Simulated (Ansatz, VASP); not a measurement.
## Li2Se: VASP beside Ansatz

POSCAR

```
Li2Se
1.0
    0.0000000000      3.0025000000      3.0025000000
    3.0025000000      0.0000000000      3.0025000000
    3.0025000000      3.0025000000      0.0000000000
Li Se
2 1
Direct
    0.2500000000      0.2500000000      0.2500000000
    0.7500000000      0.7500000000      0.7500000000
    0.0000000000      0.0000000000      0.0000000000
```

Contents of INCAR.step1:

```
PREC = Accurate
ENCUT = 830
ISMEAR = -1
SIGMA = 0.02
LREAL = F
LASPH = T
NELM = 120
GGA = PE
ALGO = Normal
EDIFF = 1E-5
LWAVE = T
LCHARG = F
GGA_COMPAT = F
IBRION = 2
ISIF = 3
EDIFFG = -0.005
NELMIN = 4
NSW = 100
```

INCAR.step2

```
PREC = Accurate
ENCUT = 830
EDIFF = 1E-7
ISMEAR = -1
SIGMA = 0.02
LREAL = F
LASPH = T
NELM = 120
ALGO = Normal
ISIF = 3
LWAVE = F
LCHARG = F
METAGGA = R2SCAN
LMIXTAU = T
IBRION = 2
NSW = 70
EDIFFG = -0.005
ISTART = 1
GGA_COMPAT = F
NELMIN = 4
```

The input KPOINTS:

```
Automatic mesh
0
Gamma
  7 7 7
```

Input for Ansatz:

```yaml
crystal:
  lattice:
    - [0.0, 3.0025, 3.0025]
    - [3.0025, 0.0, 3.0025]
    - [3.0025, 3.0025, 0.0]
  atoms:
    - { symbol: Li, position: [0.25, 0.25, 0.25] }
    - { symbol: Li, position: [0.75, 0.75, 0.75] }
    - { symbol: Se, position: [0.0, 0.0, 0.0] }
kpoints:
  mp_grid: { grid: [7, 7, 7] }
scf:
  occupations: { method: fermi_dirac, width: 0.02 }
hamiltonian:
  xc: r2scan
  pseudopotentials: { kind: paw }
output:
  forces: true
  stress: true
  write_density: true
  write_potential: true
  elf: true
  volumetric_format: npy
relax:
  f_tol: 0.005
  max_steps: 50
  cell: {}
```

Alike in both runs: task relaxation of cell and atoms; functional r2SCAN; k mesh 7 × 7 × 7; occupations fermi-dirac, width 0.02 eV; no spin polarisation.

|  | VASP | Ansatz |
| --- | --- | --- |
| version | VASP 6.6.1 | Ansatz 0.2.0 |
| potentials or method | VASP PAW PBE potentials, release 64 (Li_sv, Se) | PAW with Ansatz's default frozen-core files, scalar-relativistic |
| plane-wave cutoff (eV) | 830 | 500 |
| valence electrons in the cell | 12 | 22 |

Ansatz gave:

```
gap on the k mesh at the Fermi level, each at its own relaxed structure (eV) : 3.62
relaxed volume (Å³/atom)                                                     : 17.88
relaxed length of the cell vector where the two differ most in proportion (Å)              : 4.233
```

Problem. Which values does VASP return?

Solution. gap on the k mesh at the Fermi level, each at its own relaxed structure (eV): 3.60; relaxed volume (Å³/atom): 17.81; relaxed length of the cell vector where the two differ most in proportion (Å): 4.228.

VASP's potentials were made for PBE, not for r2SCAN. VASP's potentials hold 12 valence electrons a cell and Ansatz's 22, so a difference there can come from the potentials and not from the codes.
